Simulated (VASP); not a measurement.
# La (P6_3/mmc) in VASP: notebook, part 3 of 3

VASP 6.6.1. The steps go on from the part before.

## 5. Electric field gradients, LDA (volume scaled by 0.99)

INCAR

```
SYSTEM = La
  PREC = Accurate
  ENCUT = 520
  EDIFF = 1E-8
  ISMEAR = -1
  SIGMA = 0.05
  LREAL = .FALSE.
  LASPH = .TRUE.
  NELM = 100
  ALGO = Normal
  ISIF = 2
  LWAVE = .FALSE.
  LCHARG = .FALSE.
  GGA = CA
  LEFG = .TRUE.
  NBANDS = 18
```

KPOINTS

```
Automatic mesh
0
G
  11 11 6
  0 0 0
```

POSCAR

```
La
1.0
    3.7374601441      0.0000000000      0.0000000000
   -1.8687300720      3.2367354304      0.0000000000
    0.0000000000      0.0000000000      6.0496988450
La
2
Direct
    0.3333333333      0.6666666667      0.2500000000
    0.6666666667      0.3333333333      0.7500000000
```

Potentials or basis: VASP PAW LDA potentials, release 64 (La).

The run is started by

```console
$ cat potpaw_LDA.64/La/POTCAR > POTCAR
$ mpirun -np 1 vasp_std > vasp.out
```

OUTCAR:

```text
SYSTEM = La
   PREC = Accurate
   ENCUT = 520
   EDIFF = 1E-8
   ISMEAR = -1
   LREAL = .FALSE.
   LASPH = .TRUE.
   NELM = 100
   ISIF = 2
   GGA = CA

 ion  position               nearest neighbor table
   1  0.333  0.667  0.250-
   2  0.667  0.333  0.750-

  LATTYP: Found a hexagonal cell.
 ALAT       =     3.7374601441
 C/A-ratio  =     1.6186657815

  Lattice vectors:

 A1 = (   3.7374601441,   0.0000000000,   0.0000000000)
 A2 = (  -1.8687300720,   3.2367354304,   0.0000000000)
 A3 = (   0.0000000000,   0.0000000000,   6.0496988450)

Analysis of symmetry for initial positions (statically):
=====================================================================
 Subroutine PRICEL returns:
 Original cell was already a primitive cell.

 Routine SETGRP: Setting up the symmetry group for a
 hexagonal supercell.

 Subroutine GETGRP returns: Found 24 space group operations
 (whereof 12 operations were pure point group operations)
 out of a pool of 24 trial point group operations.

The static configuration has the point symmetry D_3d.
 The point group associated with its full space group is D_6h.

Analysis of symmetry for dynamics (positions and initial velocities):
=====================================================================
 Subroutine PRICEL returns:
 Original cell was already a primitive cell.

 Routine SETGRP: Setting up the symmetry group for a
 hexagonal supercell.

 Subroutine GETGRP returns: Found 24 space group operations
 (whereof 12 operations were pure point group operations)
 out of a pool of 24 trial point group operations.
[... 156 lines left out ...]

 k-point     1 :       0.0000    0.0000    0.0000
  band No.  band energies     occupation
      1     -24.9329      2.00000
      2     -24.7151      2.00000
      3      -9.3584      2.00000
      4      -8.0912      2.00000
      5      -8.0912      2.00000
      6      -7.8949      2.00000
[... 481 lines left out ...]
      5      -8.5029      2.00000
      6      -8.2393      2.00000
[... 10 lines left out ...]
     17       9.4391      0.00000
     18       9.4726      0.00000

 [... further k-points ...]

------------------------ aborting loop because EDIFF is reached ----------------------------------------

  FORCE on cell =-STRESS in cart. coord.  units (eV):
  Direction    XX          YY          ZZ          XY          YZ          ZX
  --------------------------------------------------------------------------------------
  -------------------------------------------------------------------------------------
  Total       -1.2979170     -1.2979170     -1.3438653     -0.0000000     -0.0000000      0.0000000
  in kB      -28.4144975    -28.4144975    -29.4204143     -0.0000000     -0.0000000      0.0000000
  external PRESSURE =     -28.7498031 kB  Pullay stress =       0.0000000 kB

 VOLUME and BASIS-vectors are now :
 -----------------------------------------------------------------------------
  energy-cutoff  :      520.00
  volume of cell :       73.18
      direct lattice vectors                 reciprocal lattice vectors
     3.737460144  0.000000000  0.000000000     0.267561382  0.154476636  0.000000000
    -1.868730072  3.236735430  0.000000000     0.000000000  0.308953271  0.000000000
     0.000000000  0.000000000  6.049698845     0.000000000  0.000000000  0.165297484

 POSITION                                       TOTAL-FORCE (eV/Angst)
 -----------------------------------------------------------------------------------
     -0.00000      2.15782      1.51242        -0.000000      0.000000      0.000000
      1.86873      1.07891      4.53727         0.000000     -0.000000      0.000000
 -----------------------------------------------------------------------------------
    total drift:                                0.000000     -0.000000      0.000000

  FREE ENERGIE OF THE ION-ELECTRON SYSTEM (eV)
  ---------------------------------------------------
  free  energy   TOTEN  =       -11.0212227754 eV

  energy  without entropy=      -10.9870409076  energy(sigma->0) =      -11.00413184

 Electric field gradients (V/A^2)
---------------------------------------------------------------------
 ion       V_xx      V_yy      V_zz      V_xy      V_xz      V_yz
---------------------------------------------------------------------
   1      -5.385    -5.384    10.769     0.000    -0.000     0.000
   2      -5.385    -5.384    10.769     0.000     0.000    -0.000
---------------------------------------------------------------------

 Electric field gradients after diagonalization (V/A^2)
 (convention: |V_zz| > |V_xx| > |V_yy|)
----------------------------------------------------------------------
 ion       V_xx      V_yy      V_zz     asymmetry (V_yy - V_xx)/ V_zz
----------------------------------------------------------------------
   1      -5.385    -5.384    10.769       0.000
   2      -5.385    -5.384    10.769       0.000
----------------------------------------------------------------------

           NMR quadrupolar parameters

 Cq : quadrupolar parameter    Cq=e*Q*V_zz/h
 eta: asymmetry parameters     (V_yy - V_xx)/ V_zz
 Q  : nuclear electric quadrupole moment in mb (millibarn)
----------------------------------------------------------------------
 ion       Cq(MHz)       eta       Q (mb)
----------------------------------------------------------------------
   1       0.026       0.000       1.000
   2       0.026       0.000       1.000
----------------------------------------------------------------------
```

OSZICAR:

```text
N       E                     dE             d eps       ncg     rms          rms(c)
DAV:   1     0.247478581605E+03    0.24748E+03   -0.81254E+03  2304   0.171E+03
DAV:   2     0.251605177917E+02   -0.22232E+03   -0.21883E+03  3240   0.302E+02
DAV:   3    -0.754548692067E+01   -0.32706E+02   -0.31881E+02  3816   0.135E+02
DAV:   4    -0.107602744702E+02   -0.32148E+01   -0.31712E+01  4596   0.376E+01
DAV:   5    -0.110184221925E+02   -0.25815E+00   -0.25687E+00  3704   0.999E+00    0.334E+00
DAV:   6    -0.110387468497E+02   -0.20325E-01   -0.60971E-01  4606   0.501E+00    0.163E+00
DAV:   7    -0.110229806521E+02    0.15766E-01   -0.40168E-02  3736   0.131E+00    0.559E-01
DAV:   8    -0.110211220536E+02    0.18586E-02   -0.76701E-03  4608   0.656E-01    0.580E-02
DAV:   9    -0.110211970471E+02   -0.74994E-04   -0.67598E-04  3992   0.157E-01    0.360E-02
DAV:  10    -0.110212233960E+02   -0.26349E-04   -0.19163E-04  4344   0.783E-02    0.280E-02
DAV:  11    -0.110212227221E+02    0.67389E-06   -0.25686E-05  3904   0.472E-02    0.655E-03
DAV:  12    -0.110212228229E+02   -0.10074E-06   -0.16442E-06  4336   0.143E-02    0.180E-03
DAV:  13    -0.110212227812E+02    0.41644E-07   -0.37055E-07  4200   0.557E-03    0.751E-04
DAV:  14    -0.110212227754E+02    0.57926E-08   -0.57379E-08  3584   0.266E-03
   1 F= -.11021223E+02 E0= -.11004132E+02  d E =-.341819E-01
```

stdout:

```text
POSCAR found type information on POSCAR La
 POSCAR found :  1 types and       2 ions
 scaLAPACK will be used
 LDA part: xc-table for (Slater(with rela. corr.)+CA(PZ))
 , standard interpolation
 POSCAR, INCAR and KPOINTS ok, starting setup
 FFT: planning ... GRIDC
 FFT: planning ... GRID_SOFT
 FFT: planning ... GRID
 WAVECAR not read
 entering main loop
ion   1

ion   2
```

Run time: 51 s. Hardware: 1 thread of Intel Xeon Platinum 8559C (Emerald Rapids), shared host; peak memory 0.21 GiB.

Results:

| Property | Result |
| --- | --- |
| Free energy | -11.0212 eV |
| Pressure | -2.9 GPa |
| Band gap on the k mesh | zero (band 11 reaches 8.80 eV, above the bottom of band 12 at 7.40 eV) |

Stress tensor (GPa, compression positive):
```
-2.84  0.00  0.00
 0.00 -2.84  0.00
 0.00  0.00 -2.94
```

Levels at points of the mesh, in eV from the Fermi level:
```tsv
k point	band 7	band 8	band 9	band 10	band 11	band 12	band 13	band 14	band 15	band 16
(0.00, 0.00, 0.00)	-15.68	-15.65	-3.18	-1.77	1.01	1.30	1.30	1.39	1.47	1.57
(0.00, 0.00, 0.50)	-15.78	-15.78	-1.85	-1.85	0.59	0.59	1.37	1.37	1.37	1.40
```

Electric field gradients, principal values (V/Å²):
| atom | least | middle | greatest (by size) |
| --- | --- | --- | --- |
| 1 La | -5.384 | -5.385 | 10.769 |
| 2 La | -5.384 | -5.385 | 10.769 |

Caveat: without QUAD_EFG the Cq values of the log hold for a quadrupole moment of 1 mb, not for the nuclei; spin-orbit coupling is left out, which moves the levels of the heavy elements.

## 6. Electric field gradients, LDA (zz strain of -1 %)

INCAR

```
SYSTEM = La
PREC = Accurate
ENCUT = 520
EDIFF = 1E-8
ISMEAR = -1
SIGMA = 0.05
LREAL = .False.
LASPH = .True.
NELM = 100
ALGO = Normal
ISIF = 2
LWAVE = .False.
LCHARG = .False.
GGA = CA
LEFG = .True.
NBANDS = 18
```

KPOINTS

```
regular mesh
0
Gamma
  11 11 6
  0 0 0
```

POSCAR

```
La
1.0
    3.7500020507      0.0000000000      0.0000000000
   -1.8750010253      3.2475970401      0.0000000000
    0.0000000000      0.0000000000      6.0093000000
La
2
Direct
    0.3333333333      0.6666666667      0.2500000000
    0.6666666667      0.3333333333      0.7500000000
```

Potentials or basis: VASP PAW LDA potentials, release 64 (La).

The run is started by

```console
$ cat potpaw_LDA.64/La/POTCAR > POTCAR
$ mpirun -np 1 vasp_std > vasp.out
```

OUTCAR:

```text
SYSTEM = La
   PREC = Accurate
   ENCUT = 520
   EDIFF = 1E-8
   ISMEAR = -1
   LREAL = .False.
   LASPH = .True.
   NELM = 100
   ISIF = 2
   GGA = CA

 ion  position               nearest neighbor table
   1  0.333  0.667  0.250-
   2  0.667  0.333  0.750-

  LATTYP: Found a hexagonal cell.
 ALAT       =     3.7500020507
 C/A-ratio  =     1.6024791237

  Lattice vectors:

 A1 = (   3.7500020507,   0.0000000000,   0.0000000000)
[... 717 lines left out ...]

  FREE ENERGIE OF THE ION-ELECTRON SYSTEM (eV)
  ---------------------------------------------------
  free  energy   TOTEN  =       -11.0212160337 eV

  energy  without entropy=      -10.9875663292  energy(sigma->0) =      -11.00439118

 Electric field gradients (V/A^2)
---------------------------------------------------------------------
 ion       V_xx      V_yy      V_zz      V_xy      V_xz      V_yz
---------------------------------------------------------------------
   1      -9.416    -9.416    18.832     0.000     0.000    -0.000
   2      -9.416    -9.416    18.832     0.000    -0.000     0.000
---------------------------------------------------------------------

 Electric field gradients after diagonalization (V/A^2)
 (convention: |V_zz| > |V_xx| > |V_yy|)
----------------------------------------------------------------------
 ion       V_xx      V_yy      V_zz     asymmetry (V_yy - V_xx)/ V_zz
----------------------------------------------------------------------
   1      -9.416    -9.415    18.832       0.000
   2      -9.416    -9.415    18.832       0.000
----------------------------------------------------------------------

           NMR quadrupolar parameters

 Cq : quadrupolar parameter    Cq=e*Q*V_zz/h
 eta: asymmetry parameters     (V_yy - V_xx)/ V_zz
 Q  : nuclear electric quadrupole moment in mb (millibarn)
----------------------------------------------------------------------
 ion       Cq(MHz)       eta       Q (mb)
----------------------------------------------------------------------
   1       0.046       0.000       1.000
   2       0.046       0.000       1.000
----------------------------------------------------------------------
```

OSZICAR:

```text
N       E                     dE             d eps       ncg     rms          rms(c)
DAV:   1     0.244871254305E+03    0.24487E+03   -0.80726E+03  2312   0.170E+03
DAV:   2     0.245558894754E+02   -0.22032E+03   -0.21704E+03  3248   0.299E+02
DAV:   3    -0.754508996763E+01   -0.32101E+02   -0.31419E+02  3820   0.133E+02
DAV:   4    -0.107738572168E+02   -0.32288E+01   -0.31810E+01  4592   0.376E+01
DAV:   5    -0.110261338328E+02   -0.25228E+00   -0.25133E+00  3704   0.990E+00    0.332E+00
DAV:   6    -0.110392736937E+02   -0.13140E-01   -0.53902E-01  4608   0.468E+00    0.163E+00
DAV:   7    -0.110228866043E+02    0.16387E-01   -0.36091E-02  3736   0.126E+00    0.539E-01
DAV:   8    -0.110211240730E+02    0.17625E-02   -0.70771E-03  4608   0.643E-01    0.557E-02
DAV:   9    -0.110211910715E+02   -0.66998E-04   -0.60911E-04  3912   0.156E-01    0.342E-02
DAV:  10    -0.110212164758E+02   -0.25404E-04   -0.18075E-04  4400   0.821E-02    0.278E-02
DAV:  11    -0.110212159576E+02    0.51822E-06   -0.24688E-05  3832   0.465E-02    0.628E-03
DAV:  12    -0.110212160935E+02   -0.13596E-06   -0.16223E-06  4400   0.153E-02    0.150E-03
DAV:  13    -0.110212160391E+02    0.54396E-07   -0.45657E-07  4328   0.609E-03    0.796E-04
DAV:  14    -0.110212160337E+02    0.54688E-08   -0.44228E-08  3288   0.222E-03
   1 F= -.11021216E+02 E0= -.11004391E+02  d E =-.336497E-01
```

It took 61 s on 1 thread of Intel Xeon Platinum 8559C (Emerald Rapids), shared host; peak memory 0.21 GiB.

What came out:

```yaml
Free_energy: -11.0212 eV
Pressure: -2.9 GPa
Band_gap_on_the_k_mesh: zero (band 11 reaches 8.82 eV, above the bottom of band 12 at 7.42 eV)
```

Stress tensor (GPa, compression positive):
```
-2.89  0.00  0.00
 0.00 -2.89  0.00
 0.00  0.00 -2.78
```

Levels at points of the mesh, in eV from the Fermi level:
```
           k point  band 9  band 10  band 11  band 12  band 13  band 14
(0.00, 0.00, 0.00)   -3.18    -1.78     1.03     1.28     1.28     1.39
(0.00, 0.00, 0.50)   -1.84    -1.84     0.60     0.60     1.34     1.34
```

Electric field gradients, principal values (V/Å²):
```csv
atom,least,middle,greatest (by size)
1 La,-9.415,-9.416,18.832
2 La,-9.415,-9.416,18.832
```

Caveat: the cell differs from its parent crystal (zz strain of -1 %); without QUAD_EFG the Cq values of the log hold for a quadrupole moment of 1 mb, not for the nuclei; spin-orbit coupling is left out, which moves the levels of the heavy elements.

## 7. Overview

| cell | gap on the mesh (eV) | pressure (GPa) |
| --- | --- | --- |
| a = 3.750, b = 3.750, c = 5.949 Å, angles 90.0, 90.0, 120.0°, 2 atoms | none | -2.6 |
| a = 3.713, b = 3.713, c = 6.070 Å, angles 90.0, 90.0, 120.0°, 2 atoms | none | -2.7 |
| a = 3.737, b = 3.737, c = 6.050 Å, angles 90.0, 90.0, 120.0°, 2 atoms | none | -2.9 |
| a = 3.750, b = 3.750, c = 6.009 Å, angles 90.0, 90.0, 120.0°, 2 atoms | none | -2.9 |

Alike in all rows: task electric field gradients; level LDA; potentials or basis VASP PAW LDA potentials, release 64 (La); no spin polarisation; k mesh 11 × 11 × 6; cutoff (eV) 520; smearing fermi-dirac 0.05 eV.

Caveats: spin-orbit coupling is left out, which moves the levels of the heavy elements.

Total energies depend on the potentials used, so only differences within one code and one set of settings carry meaning.
